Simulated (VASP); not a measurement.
Mo, 1 atom in the cell. Symmetry: Fm-3m, No. 225, cubic system. Conventional cell: a = 3.962 Å, b = 3.962 Å, c = 3.962 Å, α = 90.00°, β = 90.00°, γ = 90.00°. Mo (site symmetry m-3m) has 12 Mo at 2.80 Å within 3.7 Å. 

| Item | Value |
| --- | --- |
| Program | VASP 6.6.1 |
| Task | single point |
| Functional | PBE |
| Potentials or basis | VASP PAW PBE potentials, release 64 (Mo_sv) |
| Cutoff | 520 eV |
| k mesh | 10 × 10 × 10 |
| Occupations | fermi-dirac, width 0.15 eV |
| Spin | no spin polarisation |
| Dipole correction | no |
| Further INCAR settings | ALGO = Normal; EDIFF = 1e-06; NBANDS = 13 |

Potentials or basis: VASP PAW PBE potentials, release 64 (Mo_sv).

Launch:

```sh
$ cat potpaw_PBE.64/Mo_sv/POTCAR > POTCAR
$ mpirun -np 1 vasp_std > vasp.out
```

Hardware: 1 thread of Intel Xeon 8259CL (shared host).

**Question.** How long does it take, and how much memory?

**Answer.** It took 9.8 s on 1 thread of Intel Xeon 8259CL (shared host), peak memory 0.14 GiB. Counts: scf iterations 11, k points 47.
